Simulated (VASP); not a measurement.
Input of a VASP 6.6.1 run:

INCAR

```
SYSTEM = WS2
PREC     = Accurate       ! precision mode
ENCUT    = 520            ! plane-wave cutoff, eV
EDIFF    = 1E-6           ! SCF threshold, eV
ISMEAR   = 0              ! smearing method
SIGMA    = 0.01           ! smearing width, eV
LREAL    = .FALSE.        ! projectors in reciprocal space
LASPH    = .TRUE.         ! aspherical terms in the spheres
NELM     = 80             ! most SCF steps
ALGO     = Normal         ! electronic algorithm
ISIF     = 2              ! what is computed and relaxed
LWAVE    = .FALSE.        ! write WAVECAR
LCHARG   = .FALSE.        ! write CHGCAR
GGA      = PE             ! functional
IBRION   = 2              ! ionic algorithm
NSW      = 80             ! ionic steps
EDIFFG   = -0.001         ! ionic threshold
LUSENCCL = .FALSE.
```

KPOINTS

```
Automatic mesh
0
G
  15 15 1
  0 0 0
```

The input POSCAR:

```
WS2
1.0
    3.1214700000      0.0000000000      0.0000000000
   -1.5607350000      2.7032723170      0.0000000000
    0.0000000000      0.0000000000     20.0000000000
W S
1 2
Direct
    0.3333333330      0.6666666670      0.5000000000
    0.6666666670      0.3333333330      0.5785500000
    0.6666666670      0.3333333330      0.4214500000
```

Potentials or basis: VASP PAW PBE potentials, release 64 (W_sv, S).

Command:

```console
$ cat potpaw_PBE.64/W_sv/POTCAR potpaw_PBE.64/S/POTCAR > POTCAR
$ mpirun -np 1 vasp_std > vasp.out
```

**Question.** What does it give for the band gap on the k mesh?

**Answer.** 1.93 eV, indirect (least direct gap 2.12 eV).

**Question.** Estimate the energy gained by relaxing.

**Answer.** 4.0 meV/atom.

Final structure:
```
CELL_PARAMETERS angstrom
3.12147 0.00000 0.00000
-1.56073 2.70327 0.00000
0.00000 0.00000 20.00000
ATOMIC_POSITIONS crystal
W 0.33333 0.66667 0.50000
S 0.66667 0.33333 0.57976
S 0.66667 0.33333 0.42024
```

Caveat: spin-orbit coupling is left out, which moves the levels of the heavy elements.
